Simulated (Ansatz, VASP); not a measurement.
## One calculation of Sr2SeO, two programs

File INCAR:

```
  PREC = Accurate
  ENCUT = 520
  EDIFF = 1E-6
  ISMEAR = 0
  SIGMA = 0.01
  LREAL = False
  LASPH = True
  NELM = 60
  ALGO = Normal
  ISIF = 2
  LWAVE = False
  LCHARG = False
  GGA = PE
  NBANDS = 24
```

The input KPOINTS:

```
Automatic mesh
0
Gamma
  6 6 4
```

POSCAR

```
Sr2SeO
1.0
    4.1315931192      0.0000000000      0.0000000000
    0.0000000000      4.1315931192      0.0000000000
    0.0000000000      0.0000000000      5.8507435020
O Sr Se
1 2 1
Direct
    0.0000000000      0.0000000000      0.0000000000
    0.0000000000      0.0000000000      0.5000000000
    0.5000000000      0.5000000000      0.0000000000
    0.5000000000      0.5000000000      0.5000000000
```

Input for Ansatz:

```yaml
crystal:
  lattice:
    - [4.1315931192, 0.0, 0.0]
    - [0.0, 4.1315931192, 0.0]
    - [0.0, 0.0, 5.850743502]
  atoms:
    - { symbol: O, position: [0.0, 0.0, 0.0] }
    - { symbol: Sr, position: [0.0, 0.0, 0.5] }
    - { symbol: Se, position: [0.5, 0.5, 0.5] }
    - { symbol: Sr, position: [0.5, 0.5, 0.0] }
kpoints:
  mp_grid: { grid: [6, 6, 4] }
  band_path:
    path:
      - [0.0, 0.0, 0.0]
      - [0.0, 0.5, 0.0]
      - [0.5, 0.5, 0.0]
      - [0.0, 0.0, 0.5]
      - [0.0, 0.5, 0.5]
      - [0.5, 0.5, 0.5]
    npoints: 1
hamiltonian:
  xc: pbe
scf:
  occupations: { method: fixed }
  n_extra_bands: 5
output:
  forces: true
  stress: true
  eigenvalues: true
```

Alike in both runs: task single point; functional PBE; k mesh 6 × 6 × 4; no spin polarisation.

```csv
,VASP,Ansatz
version,VASP 6.6.1,Ansatz 0.2.0
potentials or method,"VASP PAW PBE potentials, release 64 (O, Sr_sv, Se)","plane waves, PAW"
plane-wave cutoff (eV),520,420
occupations,"gaussian, width 0.01 eV",fixed
valence electrons in the cell,32,42
```

Ansatz gave:

* gap on the k mesh at the Fermi level (eV): 1.99
* pressure (GPa): 0.7

Question: Estimate VASP's values.

Answer: gap on the k mesh at the Fermi level (eV): 1.97; pressure (GPa): 1.0.

VASP's potentials hold 32 valence electrons a cell and Ansatz's 42, so a difference there can come from the potentials and not from the codes.
